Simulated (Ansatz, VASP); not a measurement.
**One calculation of FeIr2, two programs**

```xyz
6
Lattice="0.0000 3.6192 3.6192 3.6192 0.0000 3.6192 3.6192 3.6192 0.0000" Properties=species:S:1:pos:R:3 pbc="T T T"
Fe    0.0000    0.0000    0.0000
Fe    1.8096    1.8096    1.8096
Ir    4.5240    4.5240    4.5240
Ir    4.5240    2.7144    2.7144
Ir    2.7144    2.7144    4.5240
Ir    2.7144    4.5240    2.7144
```

Alike in both runs: functional PBE; k mesh 4 × 4 × 4; occupations gaussian, width 0.1 eV; collinear spin.

Ansatz relaxed the structure, and its values are those at the end. VASP's run is a single point on that final structure, the one shown.

|  | VASP | Ansatz |
| --- | --- | --- |
| version | VASP 6.6.1 | Ansatz 0.2.0 |
| potentials or method | VASP PAW PBE potentials, release 64 (Fe, Ir), cutoff 520 eV | scalar-relativistic, plane waves, PAW |
| valence electrons in the cell | 52 | 100 |

VASP gave:

```
gap on the k mesh at the Fermi level (eV)                     : none
pressure (GPa)                                                : 0.3
net moment per atom (μB)                                      : 1.40
size of the moment on the site where the two differ most (μB) : 3.28
```

Question: What did Ansatz give for the same quantities?

Answer: gap on the k mesh at the Fermi level (eV): none; pressure (GPa): 0.0; net moment per atom (μB): 1.40; size of the moment on the site where the two differ most (μB): 3.34.

Site moments also hang on the region over which each program counts them. A gap of «none» marks a metal or a gap that the smearing closes. The functional is the same, so the differences come from potentials, cutoffs and numerics. VASP's potentials hold 52 valence electrons a cell and Ansatz's 100, so a difference there can come from the potentials and not from the codes.

The k mesh is coarse, so the values compare programs but aren't converged. Neither program's run includes spin-orbit coupling.
